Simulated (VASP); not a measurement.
# Hg (P6/mmm) in VASP: further runs

The runs below take Hg through single point, with PBEsol.

All numbers are computed with VASP 6.6.1; they aren't measurements. Logs are shortened: lines on timing, memory, paths and dates and some standing lists are left out, and cuts for length are marked.

### 1 The cell of the first run

Symmetry: P6/mmm, No. 191, hexagonal system. Conventional cell: a = 5.256 Å, b = 5.256 Å, c = 3.023 Å, α = 90.00°, β = 90.00°, γ = 120.00°. Hg (site symmetry 6/mmm) has 14 Hg at 3.02 to 3.39 Å within 4.0 Å. Within 4.0 Å of Hg (site symmetry -6m2) lie 11 Hg at 3.02 to 3.39 Å.

### 2 Single point, PBEsol

Input file INCAR:

```
SYSTEM = Hg
ALGO = Normal ; EDIFF = 1E-6
ENCUT = 520 ; GGA = PS
ISIF = 2 ; ISMEAR = -1
LASPH = .True. ; LCHARG = .False.
LREAL = .False. ; LWAVE = .False.
NBANDS = 25 ; NELM = 60
PREC = Accurate ; SIGMA = 0.1
```

Input file KPOINTS:

```
k-points
0
Gamma
  8 8 12
  0 0 0
```

Input file POSCAR:

```
Hg
1.0
    5.2561600033      0.0000000000      0.0000000000
   -2.6280800016      4.5519680893      0.0000000000
    0.0000000000      0.0000000000      3.0227631332
Hg
3
Direct
    1.0000000000      1.0000000000      0.0000000000
    0.3333333333      0.6666666667      0.5000000000
    0.6666666667      0.3333333333      0.5000000000
```

Potentials or basis: VASP PAW PBE potentials, release 64 (Hg).

Started as:

```bash
> cat potpaw_PBE.64/Hg/POTCAR > POTCAR
> mpirun -np 1 vasp_std > vasp.out
```

OUTCAR:

```text
SYSTEM = Hg
   EDIFF = 1E-6
   ENCUT = 520
   GGA = PS
   ISIF = 2
   ISMEAR = -1
   LASPH = .True.
   LREAL = .False.
   NELM = 60
   PREC = Accurate

 ion  position               nearest neighbor table
   1  0.000  0.000  0.000-   2 3.39   3 3.39   2 3.39   3 3.39   3 3.39   3 3.39   2 3.39   2 3.39
                             3 3.39   3 3.39   2 3.39   2 3.39
   2  0.333  0.667  0.500-   3 3.03   3 3.03   3 3.03   1 3.39   1 3.39   1 3.39   1 3.39   1 3.39
                             1 3.39
   3  0.667  0.333  0.500-   2 3.03   2 3.03   2 3.03   1 3.39   1 3.39   1 3.39   1 3.39   1 3.39
                             1 3.39

  LATTYP: Found a hexagonal cell.
 ALAT       =     5.2561600033
 C/A-ratio  =     0.5750896341

  Lattice vectors:

 A1 = (   5.2561600033,   0.0000000000,   0.0000000000)
 A2 = (  -2.6280800016,   4.5519680893,   0.0000000000)
 A3 = (   0.0000000000,   0.0000000000,   3.0227631332)

Analysis of symmetry for initial positions (statically):
=====================================================================
 Subroutine PRICEL returns:
 Original cell was already a primitive cell.

 Routine SETGRP: Setting up the symmetry group for a
 hexagonal supercell.

 Subroutine GETGRP returns: Found 24 space group operations
 (whereof 24 operations were pure point group operations)
 out of a pool of 24 trial point group operations.

The static configuration has the point symmetry D_6h.

Analysis of symmetry for dynamics (positions and initial velocities):
=====================================================================
 Subroutine PRICEL returns:
 Original cell was already a primitive cell.

 Routine SETGRP: Setting up the symmetry group for a
 hexagonal supercell.

 Subroutine GETGRP returns: Found 24 space group operations
 (whereof 24 operations were pure point group operations)
 out of a pool of 24 trial point group operations.

The dynamic configuration has the point symmetry D_6h.

 Subroutine INISYM returns: Found 24 space group operations
 (whereof 24 operations are pure point group operations),
 and found     1 'primitive' translations

----------------------------------------------------------------------------------------

                                     Primitive cell

  volume of cell :      72.3222

  direct lattice vectors                    reciprocal lattice vectors
     5.256160003  0.000000000  0.000000000     0.190252960  0.109842598  0.000000000
    -2.628080002  4.551968089  0.000000000     0.000000000  0.219685196  0.000000000
     0.000000000  0.000000000  3.022763133     0.000000000  0.000000000  0.330823143

  length of vectors
     5.256160003  5.256160003  3.022763133     0.219685196  0.219685196  0.330823143

  position of ions in fractional coordinates (direct lattice)
     0.000000000  0.000000000  0.000000000
     0.333333333  0.666666667  0.500000000
     0.666666667  0.333333333  0.500000000

  ion indices of the primitive-cell ions
   primitive index   ion index
                 1           1
                 2           2
                 3           3

----------------------------------------------------------------------------------------

 KPOINTS: k-points

Automatic generation of k-mesh.
 Grid dimensions read from file:
 generate k-points for:    8    8   12

 Generating k-lattice:

  Cartesian coordinates                     Fractional coordinates (reciprocal lattice)
     0.023781620  0.013730325  0.000000000     0.125000000 -0.000000000  0.000000000
     0.000000000  0.027460649  0.000000000     0.000000000  0.125000000  0.000000000
     0.000000000  0.000000000  0.027568595     0.000000000  0.000000000  0.083333333

  Length of vectors
     0.027460649  0.027460649  0.027568595

  Shift w.r.t. Gamma in fractional coordinates (k-lattice)
     0.000000000  0.000000000  0.000000000

 Subroutine IBZKPT returns following result:
 ===========================================

 Found     70 irreducible k-points:

 Following reciprocal coordinates:
            Coordinates               Weight
  0.000000  0.000000  0.000000      1.000000
  0.125000 -0.000000  0.000000      6.000000
  0.250000 -0.000000  0.000000      6.000000
  0.375000  0.000000  0.000000      6.000000
  0.500000 -0.000000  0.000000      3.000000
  0.125000  0.125000  0.000000      6.000000
[... 16 lines left out ...]
  0.250000 -0.000000  0.166667     12.000000
  0.375000  0.000000  0.166667     12.000000
 [... further k-points ...]
   k-points           NKPTS =     70   k-points in BZ     NKDIM =     70   number of bands    NBANDS=     25
   number of dos      NEDOS =    301   number of ions     NIONS =      3
   total plane-waves  NPLWV =  38400
   dimension x,y,z NGX =    40 NGY =   40 NGZ =   24
   dimension x,y,z NGXF=    80 NGYF=   80 NGZF=   48
   ions per type =               3
   NGX,Y,Z   is equivalent  to a cutoff of  12.65, 12.65, 13.20 a.u.
   NGXF,Y,Z  is equivalent  to a cutoff of  25.30, 25.30, 26.40 a.u.
 SYSTEM =  Hg
   PREC   = accura    normal or accurate (medium, high low for compatibility)
   ISTART =      0    job   : 0-new  1-cont  2-samecut
   ICHARG =      2    charge: 1-file 2-atom 10-const
   ISPIN  =      1    spin polarized calculation?
   LNONCOLLINEAR =      F non collinear calculations
   LSORBIT =      F    spin-orbit coupling
   LASPH  =      T    aspherical Exc in radial PAW
   ENCUT  =  520.0 eV  38.22 Ry    6.18 a.u.   9.77  9.77  5.62*2*pi/ulx,y,z
   NELM   =     60;   NELMIN=  2; NELMDL= -5     # of ELM steps
   EDIFF  = 0.1E-05   stopping-criterion for ELM
   LREAL  =      F    real-space projection
   EDIFFG = 0.1E-04   stopping-criterion for IOM
   NSW    =      0    number of steps for IOM
   IBRION =     -1    ionic relax: 0-MD 1-quasi-New 2-CG
   NFREE  =      0    steps in history (QN), initial steepest desc. (CG)
   ISIF   =      2    stress and relaxation
   ISYM   =      2    0-nonsym 1-usesym 2-fastsym
   POTIM  = 0.5000    time-step for ionic-motion
   TEBEG  =    0.0;   TEEND  =   0.0 temperature during run
   PSTRESS=    0.0 pullay stress
   NELECT =      36.0000    total number of electrons
   NUPDOWN=      -1.0000    fix difference up-down
   EMIN   =  10.00;   EMAX   =-10.00  energy-range for DOS
   EFERMI =   0.00;   METHOD = LEGACY
   ISMEAR =    -1;   SIGMA  =   0.10  broadening in eV -4-tet -1-fermi 0-gaus
   EFERMI_NEDOS =   21; number of points for ismear=-14 and -15
   IALGO  =     38    algorithm
   IMIX   =      4    mixing-type and parameters
     AMIX     =   0.40;   BMIX     =  1.00
     AMIX_MAG =   1.60;   BMIX_MAG =  1.00
  volume/ion in A,a.u.               =      24.11       162.68
  Fermi-wavevector in a.u.,A,eV,Ry     =   1.297433  2.451793 22.903137  1.683333
  Thomas-Fermi vector in A             =   2.428826
   LORBIT       =      0    0 simple, 1 ext, 2 COOP (PROOUT), +10 PAW based schemes
   GGA     = PS    functional components
   LHFCALC =     F    Hartree Fock is set to
   AEXX    =    0.0000 exact exchange contribution
   IVDW    =     0    specifies the selected vdW correction
   LEPSILON=     F    determine dielectric tensor
   LRPA    =     F    only Hartree local field effects (RPA)
 non-spin polarized calculation
  energy-cutoff  :      520.00
  volume of cell :       72.32
 maximum number of plane-waves:      1968
 NGX is ok and might be reduce to    40
   NGX = 19   NGY = 19   NGZ = 11

 number of electron      36.0000004 magnetization

 Free energy of the ion-electron system (eV)
  ---------------------------------------------------
  ext. energy  EPLUGINS =         0.00000000
  ---------------------------------------------------
  free energy    TOTEN  =        -1.66865216 eV

  energy without entropy =       -1.65020369  energy(sigma->0) =       -1.65942792

 E-fermi :   2.3341     XC(G=0): -10.9261

 val. band max:        2.2387532256   @ k =   0.0000   0.0000   0.2500
 cond. band min:       2.3545432762   @ k =   0.3750   0.1250   0.5000
 fundamental gap:      0.1157900506
 Fermi energy:         2.3340791677

 k-point     1 :       0.0000    0.0000    0.0000
  band No.  band energies     occupation
      1      -6.5610      2.00000
      2      -5.5998      2.00000
      3      -5.1248      2.00000
      4      -4.8848      2.00000
      5      -4.5680      2.00000
      6      -4.5680      2.00000
[... 17 lines left out ...]
     24      16.5948      0.00000
     25      16.7689      0.00000

 k-point     2 :       0.1250   -0.0000    0.0000
  band No.  band energies     occupation
      1      -6.4318      2.00000
      2      -5.5773      2.00000
      3      -5.1501      2.00000
      4      -4.9314      2.00000
      5      -4.7366      2.00000
      6      -4.7068      2.00000
[... 17 lines left out ...]
     24      15.7159      0.00000
     25      15.9557      0.00000

 k-point     3 :       0.2500   -0.0000    0.0000
  band No.  band energies     occupation
      1      -6.0727      2.00000
      2      -5.5193      2.00000
      3      -5.2318      2.00000
      4      -5.1107      2.00000
      5      -4.8523      2.00000
      6      -4.8372      2.00000
[... 17 lines left out ...]
     24      13.3601      0.00000
     25      14.2279      0.00000

 k-point     4 :       0.3750    0.0000    0.0000
  band No.  band energies     occupation
      1      -5.6310      2.00000
      2      -5.4933      2.00000
      3      -5.3343      2.00000
      4      -5.1896      2.00000
      5      -4.9023      2.00000
      6      -4.8764      2.00000
[... 17 lines left out ...]
     24      12.3478      0.00000
     25      13.2050      0.00000

 k-point     5 :       0.5000   -0.0000    0.0000
  band No.  band energies     occupation
      1      -5.5498      2.00000
      2      -5.4092      2.00000
      3      -5.3720      2.00000
      4      -5.1460      2.00000
      5      -4.9199      2.00000
      6      -4.8275      2.00000
[... 17 lines left out ...]
     24      11.3576      0.00000
     25      14.3629      0.00000

 k-point     6 :       0.1250    0.1250    0.0000
  band No.  band energies     occupation
      1      -6.1881      2.00000
      2      -5.5367      2.00000
      3      -5.1967      2.00000
      4      -5.0481      2.00000
      5      -4.8789      2.00000
      6      -4.8029      2.00000
[... 17 lines left out ...]
     24      13.6571      0.00000
     25      15.6432      0.00000
[... 393 lines left out ...]
 k-point    21 :       0.0000    0.0000    0.1667
  band No.  band energies     occupation
      1      -6.0527      2.00000
      2      -5.1930      2.00000
      3      -4.6723      2.00000
      4      -4.6723      2.00000
      5      -4.6276      2.00000
      6      -4.5712      2.00000
[... 17 lines left out ...]
     24      15.4992      0.00000
     25      15.5233      0.00000

 k-point    22 :       0.1250   -0.0000    0.1667
  band No.  band energies     occupation
      1      -5.9321      2.00000
      2      -5.1705      2.00000
      3      -4.8385      2.00000
      4      -4.7773      2.00000
      5      -4.6791      2.00000
      6      -4.5676      2.00000
[... 17 lines left out ...]
     24      14.2553      0.00000
     25      14.7947      0.00000

 k-point    23 :       0.2500   -0.0000    0.1667
  band No.  band energies     occupation
      1      -5.5989      2.00000
      2      -5.1091      2.00000
      3      -5.0623      2.00000
      4      -4.8688      2.00000
      5      -4.7474      2.00000
      6      -4.5964      2.00000
[... 17 lines left out ...]
     24      12.6336      0.00000
     25      13.7720      0.00000

 k-point    24 :       0.3750    0.0000    0.1667
  band No.  band energies     occupation
      1      -5.2388      2.00000
      2      -5.1719      2.00000
      3      -5.0158      2.00000
      4      -4.9129      2.00000
      5      -4.7976      2.00000
      6      -4.6600      2.00000
[... 17 lines left out ...]
     24      11.1604      0.00000
     25      12.1497      0.00000

 [... further k-points ...]

------------------------ aborting loop because EDIFF is reached ----------------------------------------

  FORCE on cell =-STRESS in cart. coord.  units (eV):
  Direction    XX          YY          ZZ          XY          YZ          ZX
  --------------------------------------------------------------------------------------
  -------------------------------------------------------------------------------------
  Total        0.0553222      0.0553222      0.3458908      0.0000000      0.0000000     -0.0000000
  in kB        1.2255693      1.2255693      7.6626279      0.0000000      0.0000000     -0.0000000
  external PRESSURE =       3.3712555 kB  Pullay stress =       0.0000000 kB

 VOLUME and BASIS-vectors are now :
 -----------------------------------------------------------------------------
  energy-cutoff  :      520.00
  volume of cell :       72.32
      direct lattice vectors                 reciprocal lattice vectors
     5.256160003  0.000000000  0.000000000     0.190252960  0.109842598  0.000000000
    -2.628080002  4.551968089  0.000000000     0.000000000  0.219685196  0.000000000
     0.000000000  0.000000000  3.022763133     0.000000000  0.000000000  0.330823143

 POSITION                                       TOTAL-FORCE (eV/Angst)
 -----------------------------------------------------------------------------------
      0.00000      0.00000      0.00000        -0.000000      0.000000      0.000000
     -0.00000      3.03465      1.51138        -0.000000      0.000000      0.000000
      2.62808      1.51732      1.51138         0.000000      0.000000     -0.000000
 -----------------------------------------------------------------------------------
    total drift:                                0.000000     -0.000000      0.000000

  FREE ENERGIE OF THE ION-ELECTRON SYSTEM (eV)
  ---------------------------------------------------
  free  energy   TOTEN  =        -1.6686521564 eV

  energy  without entropy=       -1.6502036924  energy(sigma->0) =       -1.65942792
```

Run time: 42 s. Hardware: 1 thread of Intel Xeon 6975P-C (Granite Rapids), shared host; peak memory 0.24 GiB.

What came out:

```
Free energy            : -1.6687 eV
Pressure               : 0.3 GPa
Band gap on the k mesh : zero (band 18 reaches 5.40 eV, above the bottom of band 19 at 0.88 eV)
```

Caveat: the PAW data sets were made with another functional, which shifts forces and pressure a little; spin-orbit coupling is left out, which moves the levels of the heavy elements.

### 3 Single point, PBEsol (volume scaled by 1.04)

Input file INCAR:

```
SYSTEM = Hg
PREC = Accurate
ENCUT = 520
EDIFF = 1E-7
ISMEAR = -1
SIGMA = 0.1
LREAL = .False.
LASPH = .True.
NELM = 80
ALGO = Normal
ISIF = 2
LWAVE = .False.
LCHARG = .False.
GGA = PS
NBANDS = 25
```

Input file KPOINTS:

```
regular mesh
0
Gamma
  8 8 12
  0 0 0
```

Input file POSCAR:

```
Hg
1.0
    5.3253279354      0.0000000000      0.0000000000
   -2.6626639677      4.6118692755      0.0000000000
    0.0000000000      0.0000000000      3.0625408939
Hg
3
Direct
    1.0000000000      1.0000000000      0.0000000000
    0.3333333333      0.6666666667      0.5000000000
    0.6666666667      0.3333333333      0.5000000000
```

Potentials or basis: VASP PAW PBE potentials, release 64 (Hg).

Started as:

```bash
> cat potpaw_PBE.64/Hg/POTCAR > POTCAR
> mpirun -np 1 vasp_std > vasp.out
```

OUTCAR:

```text
SYSTEM = Hg
   PREC = Accurate
   ENCUT = 520
   EDIFF = 1E-7
   ISMEAR = -1
   LREAL = .False.
   LASPH = .True.
   NELM = 80
   ISIF = 2
   GGA = PS

 ion  position               nearest neighbor table
   1  0.000  0.000  0.000-   2 3.43   3 3.43   2 3.43   3 3.43   2 3.43   2 3.43   3 3.43   3 3.43
                             3 3.43   3 3.43   2 3.43   2 3.43
   2  0.333  0.667  0.500-   3 3.07   3 3.07   3 3.07   1 3.43   1 3.43   1 3.43   1 3.43   1 3.43
                             1 3.43
   3  0.667  0.333  0.500-   2 3.07   2 3.07   2 3.07   1 3.43   1 3.43   1 3.43   1 3.43   1 3.43
                             1 3.43

  LATTYP: Found a hexagonal cell.
[... 870 lines left out ...]
  --------------------------------------------------------------------------------------
  -------------------------------------------------------------------------------------
  Total       -0.5120752     -0.5120752     -0.2711971      0.0000000     -0.0000000      0.0000000
  in kB      -10.9078487    -10.9078487     -5.7768397      0.0000000     -0.0000000      0.0000000
  external PRESSURE =      -9.1975124 kB  Pullay stress =       0.0000000 kB

 VOLUME and BASIS-vectors are now :
 -----------------------------------------------------------------------------
  energy-cutoff  :      520.00
  volume of cell :       75.22
      direct lattice vectors                 reciprocal lattice vectors
     5.325327935  0.000000000  0.000000000     0.187781863  0.108415909  0.000000000
    -2.662663968  4.611869276  0.000000000     0.000000000  0.216831818  0.000000000
     0.000000000  0.000000000  3.062540894     0.000000000  0.000000000  0.326526252

 POSITION                                       TOTAL-FORCE (eV/Angst)
 -----------------------------------------------------------------------------------
      0.00000      0.00000      0.00000        -0.000000     -0.000000      0.000000
     -0.00000      3.07458      1.53127         0.000000      0.000000      0.000000
      2.66266      1.53729      1.53127        -0.000000      0.000000     -0.000000
 -----------------------------------------------------------------------------------
    total drift:                                0.000000     -0.000000      0.000000

  FREE ENERGIE OF THE ION-ELECTRON SYSTEM (eV)
  ---------------------------------------------------
  free  energy   TOTEN  =        -1.6646976697 eV

  energy  without entropy=       -1.6465931710  energy(sigma->0) =       -1.65564542
```

OSZICAR:

```text
N       E                     dE             d eps       ncg     rms          rms(c)
DAV:   1     0.289109928009E+03    0.28911E+03   -0.18488E+04  3500   0.139E+03
DAV:   2     0.591532776277E+01   -0.28319E+03   -0.26787E+03  3559   0.363E+02
DAV:   3    -0.178125258535E+01   -0.76966E+01   -0.76590E+01  4149   0.662E+01
DAV:   4    -0.179976459386E+01   -0.18512E-01   -0.18501E-01  3767   0.288E+00
DAV:   5    -0.179979266520E+01   -0.28071E-04   -0.28070E-04  4106   0.117E-01    0.535E+00
DAV:   6    -0.167556683427E+01    0.12423E+00   -0.31279E-01  3778   0.532E+00    0.415E+00
DAV:   7    -0.166548702940E+01    0.10080E-01   -0.46357E-02  3813   0.165E+00    0.192E+00
DAV:   8    -0.166466810194E+01    0.81893E-03   -0.50437E-03  3660   0.745E-01    0.120E-01
DAV:   9    -0.166467451241E+01   -0.64105E-05   -0.10127E-04  4242   0.965E-02    0.319E-02
DAV:  10    -0.166469770857E+01   -0.23196E-04   -0.22707E-05  3696   0.438E-02    0.401E-03
DAV:  11    -0.166469766969E+01    0.38877E-07   -0.85430E-07  4066   0.806E-03
   1 F= -.16646977E+01 E0= -.16556454E+01  d E =-.181045E-01
```

stdout:

```text
POSCAR found type information on POSCAR Hg
 POSCAR found :  1 types and       3 ions
 scaLAPACK will be used
 -----------------------------------------------------------------------------
|                                                                             |
|                                                                             |
|     You enforced a specific xc type in the INCAR file but a different       |
|     I HOPE YOU KNOW WHAT YOU ARE DOING!                                     |
|                                                                             |
 -----------------------------------------------------------------------------

 LDA part: xc-table for (Slater+PW92), standard interpolation
 POSCAR, INCAR and KPOINTS ok, starting setup
 FFT: planning ... GRIDC
 FFT: planning ... GRID_SOFT
 FFT: planning ... GRID
 WAVECAR not read
 entering main loop
```

It took 72 s on 1 thread of Intel Xeon 6975P-C (Granite Rapids), shared host; peak memory 0.24 GiB.

What came out:

```
Free energy            : -1.6647 eV
Pressure               : -0.9 GPa
Band gap on the k mesh : zero (band 18 reaches 4.81 eV, above the bottom of band 19 at 0.74 eV)
```

Stress tensor (GPa, compression positive):
```
-1.09  0.00  0.00
 0.00 -1.09  0.00
 0.00  0.00 -0.58
```

Caveat: the PAW data sets were made with another functional, which shifts forces and pressure a little; spin-orbit coupling is left out, which moves the levels of the heavy elements.
